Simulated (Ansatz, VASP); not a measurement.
Two plane-wave programs on Cd2C

INCAR

```
SYSTEM = Cd2C
ALGO     = Normal         ! electronic algorithm
EDIFF    = 1E-7           ! SCF threshold, eV
EDIFFG   = -0.04          ! ionic threshold
ENCUT    = 600            ! plane-wave cutoff, eV
GGA      = PE             ! functional
IBRION   = 2              ! ionic algorithm
ISIF     = 3              ! what is computed and relaxed
ISMEAR   = 0              ! smearing method
LASPH    = .TRUE.         ! aspherical terms in the spheres
LCHARG   = .FALSE.        ! write CHGCAR
LREAL    = .FALSE.        ! projectors in reciprocal space
LWAVE    = .FALSE.        ! write WAVECAR
NELM     = 100            ! most SCF steps
NSW      = 90             ! ionic steps
PREC     = Accurate       ! precision mode
SIGMA    = 0.1            ! smearing width, eV
```

Contents of KPOINTS:

```
k-points
0
G
  6 6 4
  0 0 0
```

Contents of POSCAR:

```
Cd2C
1.0
    3.8571599500      0.0000000000      0.0000000000
   -1.9285799800      3.3403985100      0.0000000000
    0.0000000000      0.0000000000      4.6583432900
Cd C
2 1
Direct
    0.3333333300      0.6666666700      0.0435316500
    0.6666666700      0.3333333300      0.0435316500
    0.0000000000      0.0000000000      0.7633385900
```

Input for Ansatz:

```yaml
crystal:
  lattice:
    - [3.85715995, 0.0, 0.0]
    - [-1.92857998, 3.34039851, 0.0]
    - [0.0, 0.0, 4.65834329]
  atoms:
    - { symbol: Cd, position: [0.33333333, 0.66666667, 0.04353165] }
    - { symbol: Cd, position: [0.66666667, 0.33333333, 0.04353165] }
    - { symbol: C, position: [0.0, 0.0, 0.76333859] }
basis:
  ecutwfc: 420
kpoints:
  mp_grid: { grid: [6, 6, 4] }
hamiltonian:
  xc: pbe
scf:
  occupations: { method: gaussian, width: 0.1 }
  lower_state_search: "off"
output:
  forces: true
  stress: true
  eigenvalues: true
relax:
  adjacent_minimum: "off"
  f_tol: 0.04
  max_steps: 70
  cell: { stress_tol: 0.4 }
```

Alike in both runs: task relaxation of cell and atoms; functional PBE; k mesh 6 × 6 × 4; occupations gaussian, width 0.1 eV; no spin polarisation.

|  | VASP | Ansatz |
| --- | --- | --- |
| version | VASP 6.6.1 | Ansatz 0.2.0 |
| potentials or method | VASP PAW PBE potentials, release 64 (Cd, C), cutoff 600 eV | scalar-relativistic, plane waves, PAW |
| valence electrons in the cell | 28 | 44 |

VASP gave:

| Quantity | Value |
| --- | --- |
| gap on the k mesh at the Fermi level, each at its own relaxed structure (eV) | none |
| relaxed volume (Å³/atom) | 20.06 |
| relaxed cell length with the largest relative difference (Å) | 3.272 |

Question: What did Ansatz give for the same quantities?

Answer: gap on the k mesh at the Fermi level, each at its own relaxed structure (eV): none; relaxed volume (Å³/atom): 19.86; relaxed cell length with the largest relative difference (Å): 3.253.

A gap of «none» marks a metal or a gap that the smearing closes. VASP's potentials hold 28 valence electrons a cell and Ansatz's 44, so a difference there can come from the potentials and not from the codes.
